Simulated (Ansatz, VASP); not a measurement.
# One calculation of Tl, two programs

```
Tl
1.0
    -1.91161    1.91161    1.91161
     1.91161   -1.91161    1.91161
     1.91161    1.91161   -1.91161
Tl
1
Cartesian
  0.0000 0.0000 0.0000
```

Alike in both runs: task relaxation of cell and atoms; functional PBE; k mesh 16 × 16 × 16; occupations gaussian, width 0.1 eV; no spin polarisation.

|  | VASP | Ansatz |
| --- | --- | --- |
| version | VASP 6.6.1 | Ansatz 0.2.0 |
| potentials or method | VASP PAW PBE potentials, release 64 (Tl_d), cutoff 600 eV | scalar-relativistic, plane waves, PAW |
| valence electrons in the cell | 13 | 13 |

Ansatz gave:

* gap on the k mesh at the Fermi level, each at its own relaxed structure (eV): none
* relaxed volume (Å³/atom): 31.39
* relaxed cell length with the largest relative difference (Å): 3.442

Task: Estimate VASP's values.

Result: gap on the k mesh at the Fermi level, each at its own relaxed structure (eV): none; relaxed volume (Å³/atom): 31.37; relaxed cell length with the largest relative difference (Å): 3.441.

A gap of «none» marks a metal or a gap that the smearing closes.

Spin-orbit coupling is off throughout.
